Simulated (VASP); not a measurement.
# MnHg3 (Pm-3m) in VASP: notebook, part 2 of 2

VASP 6.6.1. Earlier steps stand in the parts before.

## Step 4: Single point, PBE, collinear spin, ferromagnetic start

This run uses another cell than the first one, of 22.63 Å³/atom.

Input file INCAR:

```
PREC = Accurate
ENCUT = 520
EDIFF = 1E-6
ISMEAR = 0
SIGMA = 0.1
LREAL = False
LASPH = True
NELM = 150
ALGO = Normal
ISIF = 2
LWAVE = False
LCHARG = True
ISPIN = 2
MAGMOM = 4 0 0 0
LORBIT = 11
LMAXMIX = 4
GGA = PE
LELF = True
LVHAR = True
NBANDS = 36
```

Input file KPOINTS:

```
Automatic mesh
0
Gamma
  5 5 5
```

Input file POSCAR:

```
MnHg3
1.0
    4.4902866450      0.0000000000      0.0000000000
    0.0000000000      4.4902866450      0.0000000000
    0.0000000000      0.0000000000      4.4902866450
Mn Hg
1 3
Direct
    0.0000000000      0.0000000000      0.0000000000
    0.5000000000      0.0000000000      0.5000000000
    0.0000000000      0.5000000000      0.5000000000
    0.5000000000      0.5000000000      0.0000000000
```

Potentials or basis: VASP PAW PBE potentials, release 64 (Mn_pv, Hg).

Command:

```
cat potpaw_PBE.64/Mn_pv/POTCAR potpaw_PBE.64/Hg/POTCAR > POTCAR
mpirun -np 1 vasp_std > vasp.out
```

OUTCAR:

```text
PREC = Accurate
   ENCUT = 520
   EDIFF = 1E-6
   ISMEAR = 0
   LREAL = False
   LASPH = True
   NELM = 150
   ISIF = 2
   ISPIN = 2
   LORBIT = 11
   GGA = PE

 ion  position               nearest neighbor table
   1  0.000  0.000  0.000-   2 3.18   3 3.18   4 3.18   2 3.18   3 3.18   3 3.18   4 3.18   3 3.18
                             2 3.18   4 3.18   2 3.18   4 3.18
   2  0.500  0.000  0.500-   1 3.18   3 3.18   4 3.18   1 3.18   4 3.18   3 3.18   4 3.18   4 3.18
                             1 3.18   3 3.18   1 3.18   3 3.18
   3  0.000  0.500  0.500-   1 3.18   2 3.18   4 3.18   1 3.18   4 3.18   1 3.18   2 3.18   1 3.18
                             2 3.18   4 3.18   4 3.18   2 3.18
   4  0.500  0.500  0.000-   1 3.18   2 3.18   3 3.18   2 3.18   3 3.18   1 3.18   2 3.18   2 3.18
                             1 3.18   3 3.18   3 3.18   1 3.18

  LATTYP: Found a simple cubic cell.
 ALAT       =     4.4902866450

  Lattice vectors:

 A1 = (   4.4902866450,   0.0000000000,   0.0000000000)
 A2 = (   0.0000000000,   4.4902866450,   0.0000000000)
 A3 = (   0.0000000000,   0.0000000000,   4.4902866450)

Analysis of symmetry for initial positions (statically):
=====================================================================
 Subroutine PRICEL returns:
 Original cell was already a primitive cell.

 Routine SETGRP: Setting up the symmetry group for a
 simple cubic supercell.

 Subroutine GETGRP returns: Found 48 space group operations
 (whereof 48 operations were pure point group operations)
 out of a pool of 48 trial point group operations.

The static configuration has the point symmetry O_h .

Analysis of symmetry for dynamics (positions and initial velocities):
=====================================================================
 Subroutine PRICEL returns:
 Original cell was already a primitive cell.

 Routine SETGRP: Setting up the symmetry group for a
 simple cubic supercell.

 Subroutine GETGRP returns: Found 48 space group operations
 (whereof 48 operations were pure point group operations)
 out of a pool of 48 trial point group operations.

The dynamic configuration has the point symmetry O_h .

Analysis of structural, dynamic, and magnetic symmetry:
=====================================================================
 Subroutine PRICEL returns:
 Original cell was already a primitive cell.

 Routine SETGRP: Setting up the symmetry group for a
 simple cubic supercell.

 Subroutine GETGRP returns: Found 48 space group operations
 (whereof 48 operations were pure point group operations)
 out of a pool of 48 trial point group operations.

The overall configuration has the point symmetry O_h .

 Subroutine INISYM returns: Found 48 space group operations
 (whereof 48 operations are pure point group operations),
 and found     1 'primitive' translations

----------------------------------------------------------------------------------------

                                     Primitive cell

[... 72 lines left out ...]
   ICHARG =      2    charge: 1-file 2-atom 10-const
   ISPIN  =      2    spin polarized calculation?
   LNONCOLLINEAR =      F non collinear calculations
   LSORBIT =      F    spin-orbit coupling
   LASPH  =      T    aspherical Exc in radial PAW
   ENCUT  =  520.0 eV  38.22 Ry    6.18 a.u.   8.35  8.35  8.35*2*pi/ulx,y,z
   NELM   =    150;   NELMIN=  2; NELMDL= -5     # of ELM steps
   EDIFF  = 0.1E-05   stopping-criterion for ELM
   LREAL  =      F    real-space projection
   EDIFFG = 0.1E-04   stopping-criterion for IOM
   NSW    =      0    number of steps for IOM
   IBRION =     -1    ionic relax: 0-MD 1-quasi-New 2-CG
   NFREE  =      0    steps in history (QN), initial steepest desc. (CG)
   ISIF   =      2    stress and relaxation
   ISYM   =      2    0-nonsym 1-usesym 2-fastsym
   POTIM  = 0.5000    time-step for ionic-motion
   TEBEG  =    0.0;   TEEND  =   0.0 temperature during run
   PSTRESS=    0.0 pullay stress
   NELECT =      49.0000    total number of electrons
   NUPDOWN=      -1.0000    fix difference up-down
   EMIN   =  10.00;   EMAX   =-10.00  energy-range for DOS
   EFERMI =   0.00;   METHOD = LEGACY
   ISMEAR =     0;   SIGMA  =   0.10  broadening in eV -4-tet -1-fermi 0-gaus
   EFERMI_NEDOS =   21; number of points for ismear=-14 and -15
   IALGO  =     38    algorithm
   IMIX   =      4    mixing-type and parameters
     AMIX     =   0.40;   BMIX     =  1.00
     AMIX_MAG =   1.60;   BMIX_MAG =  1.00
  volume/ion in A,a.u.               =      22.63       152.74
  Fermi-wavevector in a.u.,A,eV,Ry     =   1.334134  2.521148 24.217194  1.779914
  Thomas-Fermi vector in A             =   2.462939
   LORBIT       =     11    0 simple, 1 ext, 2 COOP (PROOUT), +10 PAW based schemes
   GGA     = PE    functional components
   LHFCALC =     F    Hartree Fock is set to
   AEXX    =    0.0000 exact exchange contribution
   IVDW    =     0    specifies the selected vdW correction
   LEPSILON=     F    determine dielectric tensor
   LRPA    =     F    only Hartree local field effects (RPA)
 spin polarized calculation
 Gauss-broadening in eV      SIGMA  =   0.10
  energy-cutoff  :      520.00
  volume of cell :       90.54
 maximum number of plane-waves:      2469
 NGX is ok and might be reduce to    36
   NGX = 17   NGY = 17   NGZ = 17

 number of electron      49.0000004 magnetization       4.2916283

 Free energy of the ion-electron system (eV)
  ---------------------------------------------------
  ext. energy  EPLUGINS =         0.00000000
  ---------------------------------------------------
  free energy    TOTEN  =        -8.30452591 eV

  energy without entropy =       -8.28989231  energy(sigma->0) =       -8.29720911

 E-fermi :   3.5664     XC(G=0): -10.8267

 val. band max:        3.5582842779   @ k =   0.4000   0.4000   0.4000
 cond. band min:       3.5708753188   @ k =   0.2000   0.0000   0.0000
 fundamental gap:      0.0125910409
 Fermi energy:         3.5664086990

 spin component 1

 k-point     1 :       0.0000    0.0000    0.0000
  band No.  band energies     occupation
      1     -47.0117      1.00000
      2     -47.0117      1.00000
      3     -47.0117      1.00000
      4      -5.5069      1.00000
      5      -4.6160      1.00000
      6      -4.4243      1.00000
[... 379 lines left out ...]
     35      15.3274      0.00000
     36      15.3277      0.00000
 Fermi energy:         3.5664086990

 spin component 2

 k-point     1 :       0.0000    0.0000    0.0000
  band No.  band energies     occupation
      1     -42.6601      1.00000
      2     -42.6601      1.00000
      3     -42.6601      1.00000
      4      -5.4449      1.00000
      5      -4.5637      1.00000
      6      -4.4168      1.00000
[... 379 lines left out ...]
     35      15.4855      0.00000
     36      15.7181      0.00000

------------------------ aborting loop because EDIFF is reached ----------------------------------------

  FORCE on cell =-STRESS in cart. coord.  units (eV):
  Direction    XX          YY          ZZ          XY          YZ          ZX
  --------------------------------------------------------------------------------------
  -------------------------------------------------------------------------------------
  Total       -1.1758524     -1.1758524     -1.1758524      0.0000000      0.0000000     -0.0000000
  in kB      -20.8085194    -20.8085194    -20.8085194      0.0000000      0.0000000     -0.0000000
  external PRESSURE =     -20.8085194 kB  Pullay stress =       0.0000000 kB

 VOLUME and BASIS-vectors are now :
 -----------------------------------------------------------------------------
  energy-cutoff  :      520.00
  volume of cell :       90.54
      direct lattice vectors                 reciprocal lattice vectors
     4.490286645  0.000000000  0.000000000     0.222702932  0.000000000  0.000000000
     0.000000000  4.490286645  0.000000000     0.000000000  0.222702932  0.000000000
     0.000000000  0.000000000  4.490286645     0.000000000  0.000000000  0.222702932

 POSITION                                       TOTAL-FORCE (eV/Angst)
 -----------------------------------------------------------------------------------
      0.00000      0.00000      0.00000         0.000000      0.000000      0.000000
      2.24514      0.00000      2.24514         0.000000      0.000000      0.000000
      0.00000      2.24514      2.24514         0.000000      0.000000      0.000000
      2.24514      2.24514      0.00000         0.000000      0.000000      0.000000
 -----------------------------------------------------------------------------------
    total drift:                                0.000000      0.000000      0.000000

  FREE ENERGIE OF THE ION-ELECTRON SYSTEM (eV)
  ---------------------------------------------------
  free  energy   TOTEN  =        -8.3045259142 eV

  energy  without entropy=       -8.2898923089  energy(sigma->0) =       -8.29720911

 total charge

# of ion       s       p       d       tot
------------------------------------------
    1        0.231   6.097   4.943  11.270
    2        0.839   0.310   9.307  10.456
    3        0.839   0.310   9.307  10.456
    4        0.839   0.310   9.307  10.456
--------------------------------------------------
tot          2.748   7.028  32.864  42.639

 magnetization (x)

# of ion       s       p       d       tot
------------------------------------------
    1        0.061   0.015   4.056   4.132
    2       -0.007  -0.018   0.011  -0.013
    3       -0.007  -0.018   0.011  -0.013
    4       -0.007  -0.018   0.011  -0.013
--------------------------------------------------
tot          0.041  -0.039   4.090   4.092
```

OSZICAR:

```text
N       E                     dE             d eps       ncg     rms          rms(c)
DAV:   1     0.454059392974E+03    0.45406E+03   -0.25369E+04  1520   0.139E+03
DAV:   2     0.828422899219E+01   -0.44578E+03   -0.42161E+03  1456   0.392E+02
DAV:   3    -0.859314490085E+01   -0.16877E+02   -0.16652E+02  1596   0.875E+01
DAV:   4    -0.872442981805E+01   -0.13128E+00   -0.13115E+00  1536   0.714E+00
DAV:   5    -0.872613355051E+01   -0.17037E-02   -0.17037E-02  1556   0.735E-01    0.101E+01
DAV:   6    -0.886574625539E+01   -0.13961E+00   -0.51871E+00  1536   0.175E+01    0.112E+01
DAV:   7    -0.832089103464E+01    0.54486E+00   -0.15649E+00  1556   0.143E+01    0.614E+00
DAV:   8    -0.830528755782E+01    0.15603E-01   -0.16191E-01  1508   0.282E+00    0.327E+00
DAV:   9    -0.830287845729E+01    0.24091E-02   -0.42230E-02  1508   0.163E+00    0.947E-01
DAV:  10    -0.830451874818E+01   -0.16403E-02   -0.98301E-03  1536   0.693E-01    0.211E-01
DAV:  11    -0.830449212361E+01    0.26625E-04   -0.71197E-04  1524   0.198E-01    0.846E-02
DAV:  12    -0.830450489905E+01   -0.12775E-04   -0.17588E-04  1540   0.881E-02    0.336E-02
DAV:  13    -0.830452657093E+01   -0.21672E-04   -0.25647E-05  1528   0.328E-02    0.228E-02
DAV:  14    -0.830452591424E+01    0.65669E-06   -0.69180E-06  1372   0.224E-02
   1 F= -.83045259E+01 E0= -.82972091E+01  d E =-.146336E-01  mag=     4.2934
```

It took 64 s on 1 thread of Intel Xeon 8259CL, shared host; peak memory 0.23 GiB.

What came out:

```
Free energy                                           : -8.3045 eV
Pressure                                              : -2.1 GPa
Net moment                                            : 4.29 μB per cell
Site moments                                          : Mn +4.13; Hg -0.01 μB
Valence electrons inside the program's atomic spheres : Mn 11.27; Hg 10.46
```

Caveat: spin-orbit coupling is left out, which moves the levels of the heavy elements.

## Step 5: Single point, PBE, collinear spin, ferromagnetic start

This run uses another cell than the first one, of 23.17 Å³/atom.

Input file INCAR:

```
ALGO = Normal ; EDIFF = 1E-6
ENCUT = 520 ; GGA = PE
ISIF = 2 ; ISMEAR = 0
ISPIN = 2 ; LASPH = T
LCHARG = F ; LMAXMIX = 4
LORBIT = 11 ; LREAL = F
LWAVE = F ; MAGMOM = 4 0 0 0
NBANDS = 36 ; NELM = 150
PREC = Accurate ; SIGMA = 0.1
```

Input file KPOINTS:

```
k-points
0
Gamma
  5 5 5
```

Input file POSCAR:

```
MnHg3
1.0
    4.5256446885      0.0000000000      0.0000000000
    0.0000000000      4.5256446885      0.0000000000
    0.0000000000      0.0000000000      4.5256446885
Mn Hg
1 3
Direct
    0.0000000000      0.0000000000      0.0000000000
    0.5000000000      0.0000000000      0.5000000000
    0.0000000000      0.5000000000      0.5000000000
    0.5000000000      0.5000000000      0.0000000000
```

Command:

```
cat potpaw_PBE.64/Mn_pv/POTCAR potpaw_PBE.64/Hg/POTCAR > POTCAR
mpirun -np 1 vasp_std > vasp.out
```

Run time: 59 s. Hardware: 1 thread of Intel Xeon 8259CL, shared host; peak memory 0.23 GiB.

The run converged. Its results:

| Quantity | Value |
| --- | --- |
| Free energy | -8.2723 eV |
| Pressure | -2.9 GPa |
| Net moment | 4.29 μB per cell |
| Site moments | Mn +4.15; Hg -0.02 μB |
| Valence electrons inside the program's atomic spheres | Mn 11.26; Hg 10.45 |

Levels at points of the mesh, in eV from the Fermi level:
Spin up:
```tsv
k point	band 23	band 24	band 25	band 26	band 27	band 28	band 29	band 30	band 31	band 32
(0.00, 0.00, 0.00)	-2.79	-2.79	-0.28	-0.28	-0.28	0.46	0.46	2.71	6.98	6.98
```
Spin down:
| k point | band 18 | band 19 | band 20 | band 21 | band 22 | band 23 | band 24 | band 25 | band 26 | band 27 |
| --- | --- | --- | --- | --- | --- | --- | --- | --- | --- | --- |
| (0.00, 0.00, 0.00) | -5.92 | -5.92 | -0.74 | -0.74 | -0.13 | -0.13 | -0.13 | 1.05 | 1.05 | 1.05 |

Caveat: spin-orbit coupling is left out, which moves the levels of the heavy elements.

## Step 6: Single point, PBE, collinear spin, ferromagnetic start

This run uses another cell than the first one, of 23.71 Å³/atom.

Input file INCAR:

```
SYSTEM = MnHg3
PREC     = Accurate       ! precision mode
ENCUT    = 520            ! plane-wave cutoff, eV
EDIFF    = 1E-6           ! SCF threshold, eV
ISMEAR   = 0              ! smearing method
SIGMA    = 0.1            ! smearing width, eV
LREAL    = .FALSE.        ! projectors in reciprocal space
LASPH    = .TRUE.         ! aspherical terms in the spheres
NELM     = 150            ! most SCF steps
ALGO     = Normal         ! electronic algorithm
ISIF     = 2              ! what is computed and relaxed
LWAVE    = .FALSE.        ! write WAVECAR
LCHARG   = .FALSE.        ! write CHGCAR
ISPIN    = 2              ! spin polarisation
MAGMOM   = 4 0 0 0        ! initial moments
LORBIT   = 11             ! projections on sites
LMAXMIX  = 4              ! l up to which the mixer works
GGA      = PE             ! functional
NBANDS   = 36             ! bands
```

Input file KPOINTS:

```
Automatic mesh
0
G
  5 5 5
  0 0 0
```

Input file POSCAR:

```
MnHg3
1.0
    4.5604587081      0.0000000000      0.0000000000
    0.0000000000      4.5604587081      0.0000000000
    0.0000000000      0.0000000000      4.5604587081
Mn Hg
1 3
Direct
    0.0000000000      0.0000000000      0.0000000000
    0.5000000000      0.0000000000      0.5000000000
    0.0000000000      0.5000000000      0.5000000000
    0.5000000000      0.5000000000      0.0000000000
```

Potentials or basis: VASP PAW PBE potentials, release 64 (Mn_pv, Hg).

Command:

```
cat potpaw_PBE.64/Mn_pv/POTCAR potpaw_PBE.64/Hg/POTCAR > POTCAR
mpirun -np 1 vasp_std > vasp.out
```

Run time: 66 s. Hardware: 1 thread of Intel Xeon 8259CL, shared host; peak memory 0.23 GiB.

It converged, with:

| Quantity | Value |
| --- | --- |
| Free energy | -8.2295 eV |
| Pressure | -3.6 GPa |
| Net moment | 4.30 μB per cell |
| Site moments | Mn +4.17; Hg -0.02 μB |
| Valence electrons inside the program's atomic spheres | Mn 11.25; Hg 10.44 |

Levels at points of the mesh, in eV from the Fermi level:
Spin up:
```tsv
k point	band 23	band 24	band 25	band 26	band 27	band 28	band 29	band 30	band 31	band 32
(0.00, 0.00, 0.00)	-2.84	-2.84	-0.25	-0.25	-0.25	0.34	0.34	2.55	6.88	6.88
```
Spin down:
```csv
k point,band 18,band 19,band 20,band 21,band 22,band 23,band 24,band 25,band 26,band 27
"(0.00, 0.00, 0.00)",-5.93,-5.93,-0.80,-0.80,-0.11,-0.11,-0.11,1.02,1.02,1.02
```

Caveat: the cell stands under tension; spin-orbit coupling is left out, which moves the levels of the heavy elements.

## Step 7: Overview

| cell | gap on the mesh (eV) | pressure (GPa) | moment (μB) |
| --- | --- | --- | --- |
| a = 4.418 Å, 4 atoms | none | 0.1 | 4.24 |
| a = 4.454 Å, 4 atoms | none | -1.0 | 4.28 |
| a = 4.490 Å, 4 atoms | none | -2.1 | 4.29 |
| a = 4.526 Å, 4 atoms | none | -2.9 | 4.29 |
| a = 4.560 Å, 4 atoms | none | -3.6 | 4.30 |

Alike in all rows: task single point; level PBE; potentials or basis VASP PAW PBE potentials, release 64 (Mn_pv, Hg); spin collinear, ferromagnetic start; k mesh 5 × 5 × 5; cutoff (eV) 520; smearing gaussian 0.1 eV.

Caveats: spin-orbit coupling is left out, which moves the levels of the heavy elements; the cell stands under tension (at least some runs).

Absolute energies hang on the potentials; compare differences alone.

The gap in the log of VASP goes by the Fermi energy; the results here count the filled bands.